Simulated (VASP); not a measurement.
Set up this calculation in VASP 6.6.1, as the native input.

- Task: single point
- Functional: PBE
- Potentials or basis: VASP PAW PBE potentials, release 64 (Si, C)
- Cutoff: 520 eV
- k mesh: 1 × 1 × 1
- Occupations: fermi-dirac, width 0.05 eV
- Spin: no spin polarisation
- Dipole correction: no
- Further INCAR settings: LREAL = Auto; ALGO = Normal; EDIFF = 1e-07; NBANDS = 163

The structure of Si62C (a cell with a defect) lies in POSCAR:

```
Si62C
1.0
   10.8600000000      0.0000000000      0.0000000000
    0.0000000000     10.8600000000      0.0000000000
    0.0000000000      0.0000000000     10.8600000000
Si C
62 1
Direct
    0.4979749540      0.0013908840      0.0031695212
    0.6286379374      0.1231441068      0.1295417127
    0.7517711786      0.2490950276     -0.0027055249
    0.8744909761      0.3786358195      0.1241458564
    0.7387441989     -0.0034709945      0.2636965930
    0.8732816759      0.1254023941      0.3774546961
   -0.0099111418     -0.0032674954     -0.0068371087
    0.1154476059      0.1224096685      0.1209127072
    0.2539271639      0.2447697974      0.0045868324
    0.3822430018      0.3513205341      0.1480947514
    0.4964872928      0.4914181400      0.0151856354
    0.6170452118      0.6384151934      0.1296020258
    0.7458049724      0.7549418969     -0.0016642726
    0.8688814917      0.8734290976      0.1315722836
    0.2398881215      0.0159625230      0.2623709945
    0.5181709945      0.2238931860      0.2910479742
    0.6365465930      0.3841605893      0.3742231123
    0.7503936464      0.5112831492      0.2433914365
    0.8704996317      0.6302183241      0.3780782689
    0.5989497238      0.1429868324      0.5843845304
    0.7591589319      0.2614796501      0.5012170350
    0.8862630755      0.3753544199      0.6320598527
    0.7263811234      0.0072000921      0.7274215470
    0.8665298343      0.1214571823      0.8602723757
    0.0018620626      0.4988849908     -0.0026787293
    0.1263179558      0.6207322284      0.1264909761
    0.2488146409      0.7510573665      0.0033458564
    0.3666331492      0.8871857274      0.1350551565
   -0.0025726519      0.2498988029      0.2489472376
    0.1380166667      0.3566940147      0.3792453039
    0.2509806630      0.4902452118      0.2502634438
    0.3724024862      0.6223444751      0.3742999079
    0.4926460405      0.7668523020      0.2633812155
    0.5744093923      0.9181998158      0.4095753223
   -0.0026985267     -0.0026662983      0.5011640884
    0.1419121547      0.1175690608      0.6120072744
    0.2932917127      0.1988049724      0.4654047882
    0.3715111418      0.3635842541      0.6115558932
    0.5004065378      0.4982304788      0.4979638122
    0.6248705341      0.6224548803      0.6264732965
    0.7317688766      0.7629778085      0.4961938306
    0.8652634438      0.8759187845      0.6252544199
    0.2620630755     -0.0084055249      0.7405569982
    0.3764056169      0.1229421731      0.8723225599
    0.4980830571      0.2535023941      0.7457959484
    0.6240433702      0.3767406077      0.8780215470
    0.7535976059      0.4994908840      0.7512513812
    0.8739057090      0.6268123389      0.8780906998
    0.0001049724      0.7473778085      0.2503740331
    0.1229523020      0.8747693370      0.3762629834
    0.0052639042      0.4954047882      0.4973962247
    0.1224420810      0.6250652855      0.6250523020
    0.2497977901      0.7479641805      0.4992062615
    0.3907449355      0.8648457643      0.6134006446
    0.0134673112      0.2420217311      0.7457856354
    0.1300002762      0.3707859116      0.8770684162
    0.2485164825      0.4938213628      0.7438181400
    0.3717857274      0.6150279006      0.8823705341
    0.4973813996      0.7404009208      0.7545975138
    0.6197655617      0.8788917127      0.8708855433
   -0.0042206262      0.7512512891      0.7489634438
    0.1260347145      0.8737700737      0.8721861878
    0.4942631676      0.1190137201      0.4377136280
```

These files were run (other wordings do the same):

INCAR

```
SYSTEM = Si62C
  PREC = Accurate
  ENCUT = 520
  EDIFF = 1E-7
  ISMEAR = -1
  SIGMA = 0.05
  LREAL = Auto
  LASPH = .True.
  NELM = 100
  ALGO = Normal
  ISIF = 2
  LWAVE = .False.
  LCHARG = .False.
  GGA = PE
  NBANDS = 163
```

KPOINTS

```
Automatic mesh
0
Gamma
  1 1 1
  0 0 0
```

Potentials or basis: VASP PAW PBE potentials, release 64 (Si, C).

Command:

```bash
$ cat potpaw_PBE.64/Si/POTCAR potpaw_PBE.64/C/POTCAR > POTCAR
$ mpirun -np 1 vasp_gam > vasp.out
```

Results of the run:

```
Pressure      : -0.8 GPa
Largest force : 0.021 eV/Å
```

Caveat: the k points lie up to 0.58 Å⁻¹ apart.

Run time: 11 min on 1 thread of Intel Xeon 8259CL (shared host), peak memory 1 GiB.
